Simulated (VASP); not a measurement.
PtSe2, 3 atoms in the cell. The typed cell holds 3 atoms: a = 3.724 Å, b = 3.724 Å, c = 5.062 Å, α = 90.00°, β = 90.00°, γ = 120.00°.  This cell differs from its parent crystal: atom 1 (Pt) moved by (-0.300, -0.300) A along x and y.

- Program: VASP 6.6.1
- Task: single point
- Functional: PBEsol
- Potentials or basis: VASP PAW PBE potentials, release 64 (Pt, Se)
- Cutoff: 520 eV
- k mesh: 12 × 12 × 10
- Occupations: gaussian, width 0.15 eV
- Spin: no spin polarisation
- Dipole correction: no
- Further INCAR settings: ALGO = Fast; EDIFF = 1e-06; NBANDS = 18

Potentials or basis: VASP PAW PBE potentials, release 64 (Pt, Se).

The run is started by

```bash
$ cat potpaw_PBE.64/Pt/POTCAR potpaw_PBE.64/Se/POTCAR > POTCAR
$ mpirun -np 1 vasp_std > vasp.out
```

Hardware: 1 thread of AMD EPYC 9755 128-Core Processor, on a shared host.

Task: How long does it take, and how much memory?

Result: Run time: 12 min on 1 thread of AMD EPYC 9755 128-Core Processor, on a shared host, peak memory 0.78 GiB. Counts: scf iterations 13, k points 724.
